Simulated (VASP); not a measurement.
Wanted: the native input for a VASP 6.6.1 run.

```yaml
Task: single point
Functional: PBE
Dispersion: D3(BJ)
Potentials_or_basis: VASP PAW PBE potentials, release 64 (Si, C)
Cutoff: 520 eV
k_mesh: 1 × 1 × 1
Occupations: gaussian, width 0.02 eV
Spin: no spin polarisation
Dipole_correction: no
Further_INCAR_settings: LREAL = Auto; ALGO = Normal; EDIFF = 1e-06; NBANDS = 163
```

The structure of Si62C (a cell with a defect) lies in POSCAR:

```
Si62C
1.0
   10.8600000000      0.0000000000      0.0000000000
    0.0000000000     10.8600000000      0.0000000000
    0.0000000000      0.0000000000     10.8600000000
Si C
62 1
Direct
    0.5006620554     -0.0001100210      0.0006310003
    0.6236301221      0.1260374751      0.1264186714
    0.7500666467      0.2509214541      0.0001070042
    0.8748834427      0.3816850970      0.1185225116
    0.7494562381     -0.0001382009      0.2494426643
    0.8741982604      0.1261981104      0.3757328311
   -0.0095067173     -0.0090009418     -0.0003903052
    0.1204631812      0.1203874368      0.1216720725
    0.2492205313      0.2512686950      0.0013930109
    0.3801403924      0.3800036236      0.1216591141
    0.5095346114      0.5100300388     -0.0004367145
    0.6371636055      0.6524083686      0.1129429150
    0.8481419213      0.8633468005      0.1129020613
    0.2483378248      0.0002320591      0.2498006396
    0.3749352681      0.1256300294      0.3751589830
    0.5003533427      0.2521416915      0.2497526578
    0.6284207795      0.3800065410      0.3699174243
    0.7505527773      0.5101295878      0.2406389837
    0.8750892371      0.6255060249      0.3743745953
    0.5003488487      0.0001636628      0.5017962452
    0.6284306652      0.1203888266      0.6295459065
    0.7486514769      0.2512392542      0.5008046375
    0.8803636622      0.3745135960      0.6241047897
    0.7505396224     -0.0089480387      0.7596561517
    0.8750288299      0.1247533691      0.8750976215
   -0.0030754066      0.5036490277     -0.0170194206
    0.1189484818      0.6256680271      0.1185491404
    0.2496674257      0.7505304767      0.0001279779
    0.3745050267      0.8769911867      0.1265067615
    0.0003990190      0.2503644499      0.2454799372
    0.1270220024      0.3734872837      0.3700368787
    0.2502152975      0.5001435944      0.2455022026
    0.3743115430      0.6263750211      0.3757158629
    0.5006221768      0.7511273196      0.2494989178
    0.6236273429      0.8768765528      0.3756341853
    0.0004163625     -0.0041083231      0.4999075561
    0.1269851955      0.1204660100      0.6231010484
    0.2507579629      0.2497713823      0.4993783277
    0.3800238031      0.3736157020      0.6231789055
    0.5046484642      0.5001232377      0.4998860386
    0.6315592621      0.6256432356      0.6311711511
    0.7500396250      0.7505578806      0.5004879217
    0.8748667893      0.8690115279      0.6312325265
    0.2502237461     -0.0040892945      0.7497012139
    0.3743198465      0.1261649064      0.8758932086
    0.5046248740      0.2503674702      0.7496982432
    0.6316056402      0.3816188796      0.8752415823
    0.7670828218      0.5036117309      0.7531587284
   -0.0095301652      0.7499291594      0.2405783382
    0.1204957637      0.8720649657      0.3699705542
    0.0024703643      0.4980181146      0.4946909016
    0.1260231119      0.6201547566      0.6240590110
    0.2492059474      0.7518686727      0.5008274074
    0.3801567463      0.8720812650      0.6295342938
    0.0024897332      0.2450989410      0.7476262608
    0.1260244100      0.3745345840      0.8696846531
    0.2554462241      0.4981244154      0.7476536479
    0.3757966093      0.6255149424      0.8751209593
    0.5094739657      0.7499840364      0.7596231771
    0.6371679401      0.8633842925      0.9019369173
   -0.0031809340      0.7333773385      0.7532479950
    0.1189413940      0.8689300576      0.8752586432
    0.7147116606      0.7858475327      0.0353722715
```

These files were run (other wordings do the same):

INCAR

```
SYSTEM = Si62C
  ALGO = Normal
  EDIFF = 1E-6
  ENCUT = 520
  GGA = PE
  ISIF = 2
  ISMEAR = 0
  IVDW = 12
  LASPH = .True.
  LCHARG = .False.
  LREAL = Auto
  LWAVE = .False.
  NBANDS = 163
  NELM = 80
  PREC = Accurate
  SIGMA = 0.02
```

KPOINTS

```
k-points
0
Gamma
  1 1 1
  0 0 0
```

Potentials or basis: VASP PAW PBE potentials, release 64 (Si, C).

The run is started by

```sh
$ cat potpaw_PBE.64/Si/POTCAR potpaw_PBE.64/C/POTCAR > POTCAR
$ mpirun -np 1 vasp_gam > vasp.out
```

Results of the run:

- Pressure: -1.6 GPa
- Largest force: 0.028 eV/Å
- Dispersion energy per atom: -0.310 eV

Caveat: the k points lie up to 0.58 Å⁻¹ apart.

It took 8.9 min on 1 thread of Oxide Virtual Turin-like Processor, on a shared host, peak memory 1 GiB.
